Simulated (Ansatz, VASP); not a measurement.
Two plane-wave programs on MgS

Contents of INCAR:

```
ALGO = Normal
EDIFF = 1E-7
ENCUT = 520
GGA = PE
ISIF = 2
ISMEAR = 0
LASPH = True
LCHARG = False
LREAL = False
LWAVE = False
NBANDS = 11
NELM = 60
PREC = Accurate
SIGMA = 0.05
```

File KPOINTS:

```
k-points
0
Gamma
  8 8 8
```

Contents of POSCAR:

```
MgS
1.0
    0.0000000000      2.5236005000      2.5236005000
    2.5236005000      0.0000000000      2.5236005000
    2.5236005000      2.5236005000      0.0000000000
Mg S
1 1
Direct
    0.0000000000      0.0000000000      0.0000000000
    0.5000000000      0.5000000000      0.5000000000
```

Input for Ansatz:

```yaml
crystal:
  lattice:
    - [0.0, 2.5236005, 2.5236005]
    - [2.5236005, 0.0, 2.5236005]
    - [2.5236005, 2.5236005, 0.0]
  atoms:
    - { symbol: Mg, position: [0.0, 0.0, 0.0] }
    - { symbol: S, position: [0.5, 0.5, 0.5] }
basis:
  ecutwfc: 420
kpoints:
  mp_grid: { grid: [8, 8, 8] }
hamiltonian:
  xc: pbe
scf:
  occupations: { method: gaussian, width: 0.05 }
output:
  forces: true
  stress: true
  eigenvalues: true
```

Change from the starting cell: strain -0.030 along x and y, -0.030 along z, atoms carried along.

Alike in both runs: task single point; functional PBE; k mesh 8 × 8 × 8; occupations gaussian, width 0.05 eV; no spin polarisation.

```csv
,VASP,Ansatz
version,VASP 6.6.1,Ansatz 0.2.0
potentials or method,"VASP PAW PBE potentials, release 64 (Mg, S), cutoff 520 eV","scalar-relativistic, plane waves, PAW"
valence electrons in the cell,8,16
```

|  | VASP | Ansatz | Ansatz less VASP |
| --- | --- | --- | --- |
| gap on the k mesh at the Fermi level (eV) | 2.97 | 2.98 | +0.009 |
| least direct gap on the mesh (eV) | 4.48 | 4.48 | +0.009 |
| pressure (GPa) | 9.5 | 9.8 | +0.33 |

VASP's potentials hold 8 valence electrons a cell and Ansatz's 16, so a difference there can come from the potentials and not from the codes.
